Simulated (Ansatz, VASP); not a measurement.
# HfN: VASP beside Ansatz

```
CELL_PARAMETERS angstrom
0.00000 2.23236 2.23236
2.23236 0.00000 2.23236
2.23236 2.23236 0.00000
ATOMIC_POSITIONS crystal
Hf 0.00000 0.00000 0.00000
N 0.50000 0.50000 0.50000
```

Alike in both runs: functional r2SCAN; k mesh 13 × 13 × 13; occupations fermi-dirac, width 0.1 eV; no spin polarisation.

Ansatz relaxed the structure, and its values are those at the end. VASP's run is a single point on that final structure, the one shown.

|  | VASP | Ansatz |
| --- | --- | --- |
| version | VASP 6.6.1 | Ansatz 0.2.0 |
| potentials or method | VASP PAW PBE potentials, release 64 (Hf_pv, N), cutoff 520 eV | PAW plane waves |
| valence electrons in the cell | 15 | 31 |

```tsv
	VASP	Ansatz	Ansatz less VASP
pressure (GPa)	9.7	12.6	+2.86
```

VASP's potentials were made for PBE, not for r2SCAN. VASP's potentials hold 15 valence electrons a cell and Ansatz's 31, so a difference there can come from the potentials and not from the codes. Ansatz's warnings: stress scf threshold loose.

Neither program's run includes spin-orbit coupling.
